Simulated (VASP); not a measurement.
# SnSe (Fm-3m) in VASP: notebook, part 2 of 3

VASP 6.6.1. Earlier steps stand in the parts before.

### Step 3. Electric field gradients, PBEsol (volume scaled by 0.9405)

Input file INCAR:

```
PREC = Accurate
ENCUT = 520
EDIFF = 1E-8
ISMEAR = -1
SIGMA = 0.05
LREAL = F
LASPH = T
NELM = 60
ALGO = Normal
ISIF = 2
LWAVE = F
LCHARG = F
GGA = PS
LEFG = T
NBANDS = 17
```

Input file KPOINTS:

```
regular mesh
0
Gamma
  11 11 11
```

Input file POSCAR:

```
SnSe
1.0
    0.0000000000      2.9495018222      2.9495018222
    2.9495018222      0.0000000000      2.9495018222
    2.9495018222      2.9495018222      0.0000000000
Sn Se
1 1
Direct
    0.0000000000      0.0000000000      0.0000000000
    0.5000000000      0.5000000000      0.5000000000
```

Potentials or basis: VASP PAW PBE potentials, release 64 (Sn_d, Se).

Launch:

```console
$ cat potpaw_PBE.64/Sn_d/POTCAR potpaw_PBE.64/Se/POTCAR > POTCAR
$ mpirun -np 1 vasp_std > vasp.out
```

OUTCAR:

```text
PREC = Accurate
   ENCUT = 520
   EDIFF = 1E-8
   ISMEAR = -1
   LREAL = F
   LASPH = T
   NELM = 60
   ISIF = 2
   GGA = PS

 ion  position               nearest neighbor table
   1  0.000  0.000  0.000-   2 2.95   2 2.95   2 2.95   2 2.95   2 2.95   2 2.95
   2  0.500  0.500  0.500-   1 2.95   1 2.95   1 2.95   1 2.95   1 2.95   1 2.95

  LATTYP: Found a face centered cubic cell.
 ALAT       =     5.8990036444

  Lattice vectors:

 A1 = (   0.0000000000,   2.9495018222,   2.9495018222)
 A2 = (   2.9495018222,   0.0000000000,   2.9495018222)
 A3 = (   2.9495018222,   2.9495018222,   0.0000000000)

Analysis of symmetry for initial positions (statically):
=====================================================================
 Subroutine PRICEL returns:
 Original cell was already a primitive cell.

 Routine SETGRP: Setting up the symmetry group for a
 face centered cubic supercell.

 Subroutine GETGRP returns: Found 48 space group operations
 (whereof 48 operations were pure point group operations)
 out of a pool of 48 trial point group operations.

The static configuration has the point symmetry O_h .

Analysis of symmetry for dynamics (positions and initial velocities):
=====================================================================
 Subroutine PRICEL returns:
 Original cell was already a primitive cell.

 Routine SETGRP: Setting up the symmetry group for a
 face centered cubic supercell.

 Subroutine GETGRP returns: Found 48 space group operations
 (whereof 48 operations were pure point group operations)
 out of a pool of 48 trial point group operations.

The dynamic configuration has the point symmetry O_h .

[... 155 lines left out ...]
      2     -15.3412      2.00000
      3     -15.3392      2.00000
      4     -15.3392      2.00000
      5     -15.3392      2.00000
      6      -8.1673      2.00000
[... 457 lines left out ...]
      4     -15.3320      2.00000
      5     -15.3275      2.00000
      6      -7.5389      2.00000
[... 9 lines left out ...]
     16      15.2318      0.00000
     17      15.7325      0.00000

 [... further k-points ...]

------------------------ aborting loop because EDIFF is reached ----------------------------------------

  FORCE on cell =-STRESS in cart. coord.  units (eV):
  Direction    XX          YY          ZZ          XY          YZ          ZX
  --------------------------------------------------------------------------------------
  -------------------------------------------------------------------------------------
  Total        0.5037300      0.5037300      0.5037300      0.0000000     -0.0000000      0.0000000
  in kB       15.7265122     15.7265122     15.7265122      0.0000000     -0.0000000      0.0000000
  external PRESSURE =      15.7265122 kB  Pullay stress =       0.0000000 kB

 VOLUME and BASIS-vectors are now :
 -----------------------------------------------------------------------------
  energy-cutoff  :      520.00
  volume of cell :       51.32
      direct lattice vectors                 reciprocal lattice vectors
     0.000000000  2.949501822  2.949501822    -0.169520153  0.169520153  0.169520153
     2.949501822  0.000000000  2.949501822     0.169520153 -0.169520153  0.169520153
     2.949501822  2.949501822  0.000000000     0.169520153  0.169520153 -0.169520153

 POSITION                                       TOTAL-FORCE (eV/Angst)
 -----------------------------------------------------------------------------------
      0.00000      0.00000      0.00000         0.000000      0.000000     -0.000000
      2.94950      2.94950      2.94950         0.000000      0.000000      0.000000
 -----------------------------------------------------------------------------------
    total drift:                                0.000000     -0.000000     -0.000000

  FREE ENERGIE OF THE ION-ELECTRON SYSTEM (eV)
  ---------------------------------------------------
  free  energy   TOTEN  =        -8.9691893680 eV

  energy  without entropy=       -8.9684333744  energy(sigma->0) =       -8.96881137

 Electric field gradients (V/A^2)
---------------------------------------------------------------------
 ion       V_xx      V_yy      V_zz      V_xy      V_xz      V_yz
---------------------------------------------------------------------
   1       0.000     0.000     0.000     0.002     0.002     0.002
   2       0.000     0.000     0.000    -0.000    -0.000    -0.000
---------------------------------------------------------------------

 Electric field gradients after diagonalization (V/A^2)
 (convention: |V_zz| > |V_xx| > |V_yy|)
----------------------------------------------------------------------
 ion       V_xx      V_yy      V_zz     asymmetry (V_yy - V_xx)/ V_zz
----------------------------------------------------------------------
   1      -0.002    -0.002     0.004       0.000
   2       0.000     0.000    -0.001       0.000
----------------------------------------------------------------------

           NMR quadrupolar parameters

 Cq : quadrupolar parameter    Cq=e*Q*V_zz/h
 eta: asymmetry parameters     (V_yy - V_xx)/ V_zz
 Q  : nuclear electric quadrupole moment in mb (millibarn)
----------------------------------------------------------------------
 ion       Cq(MHz)       eta       Q (mb)
----------------------------------------------------------------------
   1       0.000       0.000       1.000
   2      -0.000       0.000       1.000
----------------------------------------------------------------------
```

OSZICAR:

```text
N       E                     dE             d eps       ncg     rms          rms(c)
DAV:   1     0.130691714872E+03    0.13069E+03   -0.98512E+03  1955   0.148E+03
DAV:   2     0.331878521238E+01   -0.12737E+03   -0.12342E+03  2010   0.349E+02
DAV:   3    -0.880042081176E+01   -0.12119E+02   -0.11994E+02  2289   0.929E+01
DAV:   4    -0.910665727252E+01   -0.30624E+00   -0.30600E+00  2263   0.156E+01
DAV:   5    -0.911537652863E+01   -0.87193E-02   -0.87188E-02  2675   0.258E+00    0.333E+00
DAV:   6    -0.897416159299E+01    0.14121E+00   -0.32180E-01  2807   0.389E+00    0.201E+00
DAV:   7    -0.896935602594E+01    0.48056E-02   -0.62481E-02  2345   0.126E+00    0.888E-01
DAV:   8    -0.896929177533E+01    0.64251E-04   -0.62192E-03  2439   0.700E-01    0.766E-02
DAV:   9    -0.896917834150E+01    0.11343E-03   -0.10197E-03  2756   0.266E-01    0.408E-02
DAV:  10    -0.896918791939E+01   -0.95779E-05   -0.10115E-04  2342   0.685E-02    0.750E-03
DAV:  11    -0.896918940740E+01   -0.14880E-05   -0.77133E-06  2522   0.214E-02    0.279E-03
DAV:  12    -0.896918942054E+01   -0.13144E-07   -0.34423E-07  2545   0.807E-03    0.125E-03
DAV:  13    -0.896918939526E+01    0.25278E-07   -0.37748E-08  2410   0.212E-03    0.432E-04
DAV:  14    -0.896918935833E+01    0.36932E-07   -0.11183E-08  1639   0.994E-04    0.893E-05
DAV:  15    -0.896918936799E+01   -0.96575E-08   -0.93752E-10  1220   0.240E-04
   1 F= -.89691894E+01 E0= -.89688114E+01  d E =-.755994E-03
```

Wall time 57 s (1 thread of Intel Xeon 8259CL, shared host); peak memory 0.2 GiB.

What came out:

```yaml
Free_energy: -8.9692 eV
Pressure: 1.6 GPa
```

Levels at points of the mesh, in eV from the Fermi level:
```tsv
k point	band 6	band 7	band 8	band 9	band 10	band 11	band 12	band 13	band 14	band 15
(0.00, 0.00, 0.00)	-14.52	-5.12	-2.58	-2.58	-2.58	4.30	4.30	4.30	5.51	5.51
```

Caveat: this odd mesh misses L, where the gap lies, so gap, dielectric constants and Born charges aren't listed; without QUAD_EFG the Cq values of the log hold for a quadrupole moment of 1 mb, not for the nuclei; the PAW data sets were made with another functional, which shifts forces and pressure a little; spin-orbit coupling is left out, which moves the levels of the heavy elements.

### Step 4. Electric field gradients, PBEsol (volume scaled by 0.9405)

Input file INCAR:

```
SYSTEM = SnSe
PREC = Accurate ; ENCUT = 520
EDIFF = 1E-8 ; ISMEAR = -1
SIGMA = 0.05 ; LREAL = .FALSE.
LASPH = .TRUE. ; NELM = 80
ALGO = Normal ; ISIF = 2
LWAVE = .FALSE. ; LCHARG = .FALSE.
GGA = PS ; LEFG = .TRUE.
NBANDS = 17
```

Input file KPOINTS:

```
regular mesh
0
G
  11 11 11
  0 0 0
```

POSCAR is that of step 3.

Potentials or basis: VASP PAW PBE potentials, release 64 (Sn_d, Se).

Launch:

```console
$ cat potpaw_PBE.64/Sn_d/POTCAR potpaw_PBE.64/Se/POTCAR > POTCAR
$ mpirun -np 1 vasp_std > vasp.out
```

OUTCAR:

```text
SYSTEM = SnSe
   PREC = Accurate
   ENCUT = 520
   EDIFF = 1E-8
   ISMEAR = -1
   LREAL = .FALSE.
   LASPH = .TRUE.
   NELM = 80
   ISIF = 2
   GGA = PS

 ion  position               nearest neighbor table
   1  0.000  0.000  0.000-   2 2.95   2 2.95   2 2.95   2 2.95   2 2.95   2 2.95
   2  0.500  0.500  0.500-   1 2.95   1 2.95   1 2.95   1 2.95   1 2.95   1 2.95

  LATTYP: Found a face centered cubic cell.
 ALAT       =     5.8990036444

  Lattice vectors:

 A1 = (   0.0000000000,   2.9495018222,   2.9495018222)
 A2 = (   2.9495018222,   0.0000000000,   2.9495018222)
 A3 = (   2.9495018222,   2.9495018222,   0.0000000000)

Analysis of symmetry for initial positions (statically):
=====================================================================
 Subroutine PRICEL returns:
 Original cell was already a primitive cell.

 Routine SETGRP: Setting up the symmetry group for a
 face centered cubic supercell.

 Subroutine GETGRP returns: Found 48 space group operations
 (whereof 48 operations were pure point group operations)
 out of a pool of 48 trial point group operations.

The static configuration has the point symmetry O_h .

Analysis of symmetry for dynamics (positions and initial velocities):
=====================================================================
 Subroutine PRICEL returns:
 Original cell was already a primitive cell.

 Routine SETGRP: Setting up the symmetry group for a
 face centered cubic supercell.

 Subroutine GETGRP returns: Found 48 space group operations
 (whereof 48 operations were pure point group operations)
 out of a pool of 48 trial point group operations.

[... 158 lines left out ...]
      3     -15.3392      2.00000
      4     -15.3392      2.00000
      5     -15.3392      2.00000
      6      -8.1673      2.00000
[... 457 lines left out ...]
      4     -15.3320      2.00000
      5     -15.3275      2.00000
      6      -7.5389      2.00000
[... 9 lines left out ...]
     16      15.2318      0.00000
     17      15.7325      0.00000

 [... further k-points ...]

------------------------ aborting loop because EDIFF is reached ----------------------------------------

  FORCE on cell =-STRESS in cart. coord.  units (eV):
  Direction    XX          YY          ZZ          XY          YZ          ZX
  --------------------------------------------------------------------------------------
  -------------------------------------------------------------------------------------
  Total        0.5037300      0.5037300      0.5037300      0.0000000     -0.0000000      0.0000000
  in kB       15.7265122     15.7265122     15.7265122      0.0000000     -0.0000000      0.0000000
  external PRESSURE =      15.7265122 kB  Pullay stress =       0.0000000 kB

 VOLUME and BASIS-vectors are now :
 -----------------------------------------------------------------------------
  energy-cutoff  :      520.00
  volume of cell :       51.32
      direct lattice vectors                 reciprocal lattice vectors
     0.000000000  2.949501822  2.949501822    -0.169520153  0.169520153  0.169520153
     2.949501822  0.000000000  2.949501822     0.169520153 -0.169520153  0.169520153
     2.949501822  2.949501822  0.000000000     0.169520153  0.169520153 -0.169520153

 POSITION                                       TOTAL-FORCE (eV/Angst)
 -----------------------------------------------------------------------------------
      0.00000      0.00000      0.00000         0.000000      0.000000     -0.000000
      2.94950      2.94950      2.94950         0.000000      0.000000      0.000000
 -----------------------------------------------------------------------------------
    total drift:                                0.000000     -0.000000     -0.000000

  FREE ENERGIE OF THE ION-ELECTRON SYSTEM (eV)
  ---------------------------------------------------
  free  energy   TOTEN  =        -8.9691893680 eV

  energy  without entropy=       -8.9684333744  energy(sigma->0) =       -8.96881137

 Electric field gradients (V/A^2)
---------------------------------------------------------------------
 ion       V_xx      V_yy      V_zz      V_xy      V_xz      V_yz
---------------------------------------------------------------------
   1       0.000     0.000     0.000     0.002     0.002     0.002
   2       0.000     0.000     0.000    -0.000    -0.000    -0.000
---------------------------------------------------------------------

 Electric field gradients after diagonalization (V/A^2)
 (convention: |V_zz| > |V_xx| > |V_yy|)
----------------------------------------------------------------------
 ion       V_xx      V_yy      V_zz     asymmetry (V_yy - V_xx)/ V_zz
----------------------------------------------------------------------
   1      -0.002    -0.002     0.004       0.000
   2       0.000     0.000    -0.001       0.000
----------------------------------------------------------------------

           NMR quadrupolar parameters

 Cq : quadrupolar parameter    Cq=e*Q*V_zz/h
 eta: asymmetry parameters     (V_yy - V_xx)/ V_zz
 Q  : nuclear electric quadrupole moment in mb (millibarn)
----------------------------------------------------------------------
 ion       Cq(MHz)       eta       Q (mb)
----------------------------------------------------------------------
   1       0.000       0.000       1.000
   2      -0.000       0.000       1.000
----------------------------------------------------------------------
```

OSZICAR:

```text
N       E                     dE             d eps       ncg     rms          rms(c)
DAV:   1     0.130691714872E+03    0.13069E+03   -0.98512E+03  1955   0.148E+03
DAV:   2     0.331878521238E+01   -0.12737E+03   -0.12342E+03  2010   0.349E+02
DAV:   3    -0.880042081176E+01   -0.12119E+02   -0.11994E+02  2289   0.929E+01
DAV:   4    -0.910665727252E+01   -0.30624E+00   -0.30600E+00  2263   0.156E+01
DAV:   5    -0.911537652863E+01   -0.87193E-02   -0.87188E-02  2675   0.258E+00    0.333E+00
DAV:   6    -0.897416159299E+01    0.14121E+00   -0.32180E-01  2807   0.389E+00    0.201E+00
DAV:   7    -0.896935602594E+01    0.48056E-02   -0.62481E-02  2345   0.126E+00    0.888E-01
DAV:   8    -0.896929177533E+01    0.64251E-04   -0.62192E-03  2439   0.700E-01    0.766E-02
DAV:   9    -0.896917834150E+01    0.11343E-03   -0.10197E-03  2756   0.266E-01    0.408E-02
DAV:  10    -0.896918791939E+01   -0.95779E-05   -0.10115E-04  2342   0.685E-02    0.750E-03
DAV:  11    -0.896918940740E+01   -0.14880E-05   -0.77133E-06  2522   0.214E-02    0.279E-03
DAV:  12    -0.896918942054E+01   -0.13144E-07   -0.34423E-07  2545   0.807E-03    0.125E-03
DAV:  13    -0.896918939526E+01    0.25278E-07   -0.37748E-08  2410   0.212E-03    0.432E-04
DAV:  14    -0.896918935833E+01    0.36932E-07   -0.11183E-08  1639   0.994E-04    0.893E-05
DAV:  15    -0.896918936799E+01   -0.96575E-08   -0.93752E-10  1220   0.240E-04
   1 F= -.89691894E+01 E0= -.89688114E+01  d E =-.755994E-03
```

stdout:

```text
POSCAR found type information on POSCAR SnSe
 POSCAR found :  2 types and       2 ions
 scaLAPACK will be used
 -----------------------------------------------------------------------------
|                                                                             |
|                                                                             |
|     You enforced a specific xc type in the INCAR file but a different       |
|     I HOPE YOU KNOW WHAT YOU ARE DOING!                                     |
|                                                                             |
 -----------------------------------------------------------------------------

 LDA part: xc-table for (Slater+PW92), standard interpolation
 POSCAR, INCAR and KPOINTS ok, starting setup
 FFT: planning ... GRIDC
 FFT: planning ... GRID_SOFT
 FFT: planning ... GRID
 WAVECAR not read
 entering main loop
ion   1

ion   2
```

Wall time 58 s (1 thread of Intel Xeon 8259CL, shared host); peak memory 0.2 GiB.

What came out:

```
Free energy : -8.9692 eV
Pressure    : 1.6 GPa
```

Caveat: this odd mesh misses L, where the gap lies, so gap, dielectric constants and Born charges aren't listed; without QUAD_EFG the Cq values of the log hold for a quadrupole moment of 1 mb, not for the nuclei; the PAW data sets were made with another functional, which shifts forces and pressure a little; spin-orbit coupling is left out, which moves the levels of the heavy elements.

(Continued in part 3 of 3.)
